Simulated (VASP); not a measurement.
**ZnSe: single point with PBE+D3(BJ)**

ZnSe:

```
Zn Se
1.0
     0.00000    2.80838    2.80838
     2.80838    0.00000    2.80838
     2.80838    2.80838    0.00000
Zn Se
1 1
Direct
  0.00000 0.00000 0.00000
  0.25000 0.25000 0.25000
```

```json
{
  "Program": "VASP 6.6.1",
  "Task": "single point",
  "Functional": "PBE",
  "Dispersion": "D3(BJ)",
  "Potentials or basis": "VASP PAW PBE potentials, release 64 (Zn, Se)",
  "Cutoff": "500 eV",
  "k mesh": "6 × 6 × 6",
  "Occupations": "gaussian, width 0.01 eV",
  "Spin": "no spin polarisation",
  "Dipole correction": "no",
  "Further INCAR settings": "ALGO = Normal; EDIFF = 1e-06; NBANDS = 16"
}
```

* Pressure: 1.6 GPa
* Band gap on the k mesh: 1.40 eV
* Dispersion energy per atom: -0.332 eV

Levels at points of the mesh, in eV from the valence-band top:
```
           k point  band 7  band 8  band 9  band 10  band 11  band 12
(0.00, 0.00, 0.00)    0.00    0.00    0.00     1.40     5.79     5.79
(0.50, 0.00, 0.00)   -5.41   -0.91   -0.91     2.59     6.37     6.37
(0.50, 0.50, 0.00)   -4.87   -2.29   -2.29     2.92     3.45    10.94
```

Run time: 16 s on 1 thread of Intel(R) Xeon(R) Platinum 8259CL CPU @ 2.50GHz (Skylake/Cascade Lake), on a shared host, peak memory 0.17 GiB.
